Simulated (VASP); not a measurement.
# Zr3TiC4 (Pm-3m) in VASP: single point with PBE

Aim: the single point of Zr3TiC4 with PBE.

Everything below comes from runs of VASP 6.6.1. Logs are shortened: lines on timing, memory, paths and dates and some standing lists are left out, and cuts for length are marked.

## 1. The cell of the first run

The structure is cubic, space group Pm-3m (No. 221). The conventional cell has a = 4.631 Å, b = 4.631 Å, c = 4.631 Å, α = 90.00°, β = 90.00°, γ = 90.00°. Zr (site symmetry 4/mmm) has 6 C at 2.32 Å within 3.1 Å. Within 3.1 Å of Ti (site symmetry m-3m) lie 6 C at 2.32 Å. C (site symmetry m-3m) has 6 Zr at 2.32 Å within 3.1 Å. C (site symmetry 4/mmm) has 4 Zr at 2.32 Å and 2 Ti at 2.32 Å within 3.1 Å.

## 2. Single point, PBE

POSCAR reads:

```
Zr3TiC4
1.0
    4.6313393924      0.0000000000      0.0000000000
    0.0000000000      4.6313393924      0.0000000000
    0.0000000000      0.0000000000      4.6313393924
Zr Ti C
3 1 4
Direct
    0.5000000000      0.0000000000      0.5000000000
    0.0000000000      0.5000000000      0.5000000000
    0.5000000000      0.5000000000      0.0000000000
    0.0000000000      0.0000000000      0.0000000000
    0.5000000000      0.5000000000      0.5000000000
    0.0000000000      0.5000000000      0.0000000000
    0.5000000000      0.0000000000      0.0000000000
    0.0000000000      0.0000000000      0.5000000000
```

INCAR.step1 reads:

```
PREC = Accurate ; ENCUT = 520
EDIFF = 1E-7 ; ISMEAR = 0
SIGMA = 0.1 ; LREAL = F
LASPH = T ; NELM = 80
ALGO = Normal ; ISIF = 2
LWAVE = F ; LCHARG = T
LMAXMIX = 4 ; GGA = PE
NBANDS = 42
```

KPOINTS.step1 reads:

```
Automatic mesh
0
Gamma
  8 8 8
```

INCAR.step2 reads:

```
PREC = Accurate ; ENCUT = 520
EDIFF = 1E-7 ; ISMEAR = -5
SIGMA = 0.1 ; LREAL = F
LASPH = T ; NELM = 80
ALGO = Normal ; ISIF = 2
LWAVE = F ; LCHARG = F
LMAXMIX = 4 ; GGA = PE
LORBIT = 11 ; NEDOS = 2001
ICHARG = 11
```

KPOINTS.step2 reads:

```
Automatic mesh
0
Gamma
  12 12 12
```

Potentials or basis: VASP PAW PBE potentials, release 64 (Zr_sv, Ti_sv, C).

Command:

```sh
$ cat potpaw_PBE.64/Zr_sv/POTCAR potpaw_PBE.64/Ti_sv/POTCAR potpaw_PBE.64/C/POTCAR > POTCAR
$ cp INCAR.step1 INCAR
$ cp KPOINTS.step1 KPOINTS
$ mpirun -np 1 vasp_std > vasp.out
$ cp INCAR.step2 INCAR
$ cp KPOINTS.step2 KPOINTS
$ mpirun -np 1 vasp_std > vasp.out
```

OUTCAR:

```text
PREC = Accurate
   ENCUT = 520
   EDIFF = 1E-7
   ISMEAR = -5
   LREAL = F
   LASPH = T
   NELM = 80
   ISIF = 2
   GGA = PE
   LORBIT = 11
   ICHARG = 11

 ion  position               nearest neighbor table
   1  0.500  0.000  0.500-   5 2.32   7 2.32   8 2.32   7 2.32   5 2.32   8 2.32   3 3.27   4 3.27
                             2 3.27   2 3.27   3 3.27   3 3.27   3 3.27   2 3.27   4 3.27   4 3.27
   2  0.000  0.500  0.500-   5 2.32   6 2.32   8 2.32   6 2.32   8 2.32   5 2.32   3 3.27   4 3.27
                             1 3.27   1 3.27   4 3.27   3 3.27   4 3.27   1 3.27   3 3.27   4 3.27
   3  0.500  0.500  0.000-   5 2.32   6 2.32   7 2.32   5 2.32   7 2.32   6 2.32   1 3.27   2 3.27
                             1 3.27   1 3.27   4 3.27   2 3.27   1 3.27   2 3.27   4 3.27   4 3.27
   4  0.000  0.000  0.000-   6 2.32   7 2.32   8 2.32   8 2.32   6 2.32   7 2.32   1 3.27   2 3.27
                             1 3.27   2 3.27   3 3.27   2 3.27   2 3.27   1 3.27   3 3.27   3 3.27
   5  0.500  0.500  0.500-   1 2.32   2 2.32   3 2.32   3 2.32   1 2.32   2 2.32
   6  0.000  0.500  0.000-   2 2.32   3 2.32   4 2.32   2 2.32   4 2.32   3 2.32
   7  0.500  0.000  0.000-   1 2.32   3 2.32   4 2.32   1 2.32   3 2.32   4 2.32
   8  0.000  0.000  0.500-   1 2.32   2 2.32   4 2.32   4 2.32   2 2.32   1 2.32

  LATTYP: Found a simple cubic cell.
 ALAT       =     4.6313393924

  Lattice vectors:

 A1 = (   4.6313393924,   0.0000000000,   0.0000000000)
 A2 = (   0.0000000000,   4.6313393924,   0.0000000000)
 A3 = (   0.0000000000,   0.0000000000,   4.6313393924)

Analysis of symmetry for initial positions (statically):
=====================================================================
 Subroutine PRICEL returns:
 Original cell was already a primitive cell.

 Routine SETGRP: Setting up the symmetry group for a
 simple cubic supercell.

 Subroutine GETGRP returns: Found 48 space group operations
 (whereof 48 operations were pure point group operations)
 out of a pool of 48 trial point group operations.

The static configuration has the point symmetry O_h .

Analysis of symmetry for dynamics (positions and initial velocities):
=====================================================================
 Subroutine PRICEL returns:
 Original cell was already a primitive cell.

 Routine SETGRP: Setting up the symmetry group for a
 simple cubic supercell.

 Subroutine GETGRP returns: Found 48 space group operations
 (whereof 48 operations were pure point group operations)
 out of a pool of 48 trial point group operations.

The dynamic configuration has the point symmetry O_h .

 Subroutine INISYM returns: Found 48 space group operations
 (whereof 48 operations are pure point group operations),
[... 127 lines left out ...]
   IALGO  =     38    algorithm
   IMIX   =      4    mixing-type and parameters
     AMIX     =   0.40;   BMIX     =  1.00
     AMIX_MAG =   1.60;   BMIX_MAG =  1.00
  volume/ion in A,a.u.               =      12.42        83.80
  Fermi-wavevector in a.u.,A,eV,Ry     =   1.413931  2.671942 27.200779  1.999201
  Thomas-Fermi vector in A             =   2.535526
   LORBIT       =     11    0 simple, 1 ext, 2 COOP (PROOUT), +10 PAW based schemes
   GGA     = PE    functional components
   LHFCALC =     F    Hartree Fock is set to
   AEXX    =    0.0000 exact exchange contribution
   IVDW    =     0    specifies the selected vdW correction
   LEPSILON=     F    determine dielectric tensor
   LRPA    =     F    only Hartree local field effects (RPA)
 non-spin polarized calculation
 Fermi weights with tetrahedron method with Bloechl corrections
  energy-cutoff  :      520.00
  volume of cell :       99.34
 maximum number of plane-waves:      2721
 NGX is ok and might be reduce to    36

 number of electron      64.0000004 magnetization

 Free energy of the ion-electron system (eV)
  ---------------------------------------------------
  ext. energy  EPLUGINS =         0.00000000
  ---------------------------------------------------
  free energy    TOTEN  =       -76.57492414 eV

  energy without entropy =      -76.57492414  energy(sigma->0) =      -76.57492414

 E-fermi :   9.4473     XC(G=0): -12.1909

 val. band max:        9.5075084971   @ k =   0.0833   0.0833   0.0833
 cond. band min:       9.4089769376   @ k =   0.4167   0.0833   0.0000
 fundamental gap:     -0.0985315595
 Fermi energy:         9.4473024912

 k-point     1 :       0.0000    0.0000    0.0000
  band No.  band energies     occupation
      1     -47.6173      2.00000
      2     -38.5168      2.00000
      3     -38.3938      2.00000
      4     -38.3938      2.00000
      5     -23.8474      2.00000
      6     -23.8474      2.00000
[... 973 lines left out ...]
     37      12.3332      0.00000
     38      12.8023      0.00000

 [... further k-points ...]
[... 5 lines left out ...]
  --------------------------------------------------------------------------------------
  -------------------------------------------------------------------------------------
  Total        0.1398262      0.1398262      0.1398262     -0.0000000     -0.0000000     -0.0000000
  in kB        2.2551709      2.2551709      2.2551709     -0.0000000     -0.0000000     -0.0000000
  external PRESSURE =       2.2551709 kB  Pullay stress =       0.0000000 kB

 VOLUME and BASIS-vectors are now :
 -----------------------------------------------------------------------------
  energy-cutoff  :      520.00
  volume of cell :       99.34
      direct lattice vectors                 reciprocal lattice vectors
     4.631339392  0.000000000  0.000000000     0.215920259  0.000000000  0.000000000
     0.000000000  4.631339392  0.000000000     0.000000000  0.215920259  0.000000000
     0.000000000  0.000000000  4.631339392     0.000000000  0.000000000  0.215920259

 POSITION                                       TOTAL-FORCE (eV/Angst)
 -----------------------------------------------------------------------------------
      2.31567      0.00000      2.31567         0.000000      0.000000      0.000000
      0.00000      2.31567      2.31567         0.000000      0.000000      0.000000
      2.31567      2.31567      0.00000         0.000000      0.000000      0.000000
      0.00000      0.00000      0.00000         0.000000      0.000000      0.000000
      2.31567      2.31567      2.31567         0.000000      0.000000      0.000000
      0.00000      2.31567      0.00000         0.000000      0.000000      0.000000
      2.31567      0.00000      0.00000         0.000000      0.000000      0.000000
      0.00000      0.00000      2.31567         0.000000      0.000000      0.000000
 -----------------------------------------------------------------------------------
    total drift:                                0.000000      0.000000      0.000000

  FREE ENERGIE OF THE ION-ELECTRON SYSTEM (eV)
  ---------------------------------------------------
  free  energy   TOTEN  =       -76.5749241357 eV

  energy  without entropy=      -76.5749241357  energy(sigma->0) =      -76.57492414

 total charge

# of ion       s       p       d       tot
------------------------------------------
    1        2.182   6.051   1.668   9.901
    2        2.182   6.051   1.668   9.901
    3        2.182   6.051   1.668   9.901
    4        2.165   6.170   1.809  10.144
    5        0.891   1.504   0.000   2.396
    6        0.888   1.465   0.000   2.352
    7        0.888   1.465   0.000   2.352
    8        0.888   1.465   0.000   2.352
--------------------------------------------------
tot         12.266  30.221   6.813  49.299
```

OSZICAR.step1:

```text
N       E                     dE             d eps       ncg     rms          rms(c)
DAV:   1     0.701176117890E+03    0.70118E+03   -0.31882E+04  2940   0.161E+03
[... 11 lines left out ...]
DAV:  13    -0.765854804409E+02    0.85210E-03   -0.45379E-03  3954   0.361E-01    0.342E-01
DAV:  14    -0.765838259290E+02    0.16545E-02   -0.19055E-03  4522   0.249E-01    0.147E-01
DAV:  15    -0.765834268984E+02    0.39903E-03   -0.10480E-03  4660   0.207E-01    0.146E-02
DAV:  16    -0.765834350712E+02   -0.81729E-05   -0.61762E-05  3692   0.403E-02    0.109E-02
DAV:  17    -0.765834364919E+02   -0.14207E-05   -0.21363E-05  4332   0.308E-02    0.101E-02
DAV:  18    -0.765834343870E+02    0.21049E-05   -0.42862E-06  3714   0.148E-02    0.229E-03
DAV:  19    -0.765834344447E+02   -0.57665E-07   -0.26840E-07  3306   0.259E-03
   1 F= -.76583434E+02 E0= -.76580965E+02  d E =-.493919E-02
```

It took 5.4 min on 1 thread of Intel Xeon Platinum 8259CL at 2.50GHz (Skylake/Cascade Lake), shared host; peak memory 0.39 GiB.

What came out:

```
Valence electrons inside the program's atomic spheres : Zr 9.90; Ti 10.14; C 2.40, 2.35 (each value once)
```

Caveat: tetrahedron occupations give inexact forces and stress in metals.
